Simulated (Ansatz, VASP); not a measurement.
## InP: VASP beside Ansatz

File INCAR:

```
SYSTEM = InP
PREC = Accurate
ENCUT = 520
EDIFF = 1E-6
ISMEAR = 0
SIGMA = 0.15
LREAL = .False.
LASPH = .True.
NELM = 80
ALGO = Normal
ISIF = 2
LWAVE = .False.
LCHARG = .True.
GGA = PE
LELF = .True.
LVHAR = .True.
NBANDS = 16
```

File KPOINTS:

```
regular mesh
0
Gamma
  16 16 16
  0 0 0
```

POSCAR

```
InP
1.0
    0.0000000000      2.8089435591      2.9493907371
    2.8089435591      0.0000000000      2.9493907371
    2.8089435591      2.8089435591      0.0000000000
In P
1 1
Direct
    0.0000000000      0.0000000000      0.0000000000
    0.5000000000      0.5000000000      0.5000000000
```

Input for Ansatz:

```yaml
crystal:
  lattice:
    - [0.0, 2.8089435591, 2.9493907371]
    - [2.8089435591, 0.0, 2.9493907371]
    - [2.8089435591, 2.8089435591, 0.0]
  atoms:
    - { symbol: In, position: [0.0, 0.0, 0.0] }
    - { symbol: P, position: [0.5, 0.5, 0.5] }
basis:
  ecutwfc: 420
kpoints:
  mp_grid: { grid: [16, 16, 16] }
hamiltonian:
  xc: pbe
scf:
  occupations: { method: gaussian, width: 0.15 }
output:
  forces: true
  stress: true
  eigenvalues: true
```

Alike in both runs: task single point; functional PBE; k mesh 16 × 16 × 16; occupations gaussian, width 0.15 eV; no spin polarisation.

```csv
,VASP,Ansatz
version,VASP 6.6.1,Ansatz 0.2.0
potentials or method,"VASP PAW PBE potentials, release 64 (In_d, P), cutoff 520 eV","scalar-relativistic, plane waves, PAW"
valence electrons in the cell,18,18
```

```tsv
	VASP	Ansatz	Ansatz less VASP
gap on the k mesh at the Fermi level (eV)	none	none	-
pressure (GPa)	-5.1	-5.1	+0.04
traceless stress, the component that is largest in VASP (GPa)	-1.80	-1.81	-0.005
```

A gap of «none» marks a metal or a gap that the smearing closes. With one functional, cell and mesh, what is left measures potentials, basis and numerics.
